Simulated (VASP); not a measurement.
Bi: relaxation of cell and atoms with LDA

The system is Bi.

```
Bi
1.0
     3.55798    0.00000    0.00000
    -1.77899    3.08130    0.00000
     0.00000    0.00000    5.81019
Bi
2
Cartesian
  0.0000 2.0542 1.4525
  1.7790 1.0271 4.3576
```

| Property | Result |
| --- | --- |
| Program | VASP 6.6.1 |
| Task | relaxation of cell and atoms |
| Functional | LDA |
| Potentials or basis | VASP PAW LDA potentials, release 64 (Bi_d) |
| Cutoff | 600 eV |
| k mesh | 10 × 10 × 6 |
| Occupations | fermi-dirac, width 0.1 eV |
| Spin | no spin polarisation |
| Dipole correction | no |
| Further INCAR settings | ALGO = Normal; EDIFF = 1e-06; IBRION = 2; EDIFFG = -0.01; NSW = 80; ISIF = 3 |

```yaml
Relaxed_volume: 29.46 Å³/atom
Relaxed_cell: a = 3.463 Å, b = 3.463 Å, c = 5.673 Å, α = 90.00°, β = 90.00°, γ = 120.00°
Space_group_after_relaxing_to_0.05_Å: P6_3/mmc (No. 194)
Energy_gained_by_relaxing: 34.2 meV/atom
Ionic_steps: 3
Pressure_after_relaxing: 0.0 GPa
Band_gap_on_the_k_mesh: zero (band 15 reaches 12.81 eV, above the bottom of band 16 at 5.81 eV)
```

The path:
```
step  energy change (eV)  largest force (eV/Å)  pressure (GPa)  volume (Å³)
   1              0.0000                0.0000           -4.23        63.70
   2             -0.0421                0.0000            3.32        56.25
   3             -0.0683                0.0000           -0.03        58.92
```

Final structure:
```yaml
crystal:
  lattice:
    - [3.46299, 0.00000, 0.00000]
    - [-1.73150, 2.99904, 0.00000]
    - [0.00000, 0.00000, 5.67275]
  atoms:
    - { symbol: Bi, position: [0.33333, 0.66667, 0.25000] }
    - { symbol: Bi, position: [0.66667, 0.33333, 0.75000] }
```

Levels at points of the mesh, in eV from the Fermi level:
```
           k point  band 13  band 14  band 15  band 16  band 17  band 18
(0.00, 0.00, 0.00)    -5.62     3.57     3.57     5.23     5.23     5.31
(0.50, 0.00, 0.00)    -4.65    -3.18    -2.11     0.17     0.36     3.56
(0.00, 0.00, 0.50)    -1.13    -1.13     4.35     4.35     4.35     4.35
(0.50, 0.00, 0.50)    -5.14    -5.14     1.59     1.59     1.62     1.62
```

Wall time 4.4 min on 1 thread of AMD EPYC 7R13 (shared host), peak memory 0.18 GiB.

Caveat: spin-orbit coupling is left out, which moves the levels of the heavy elements.
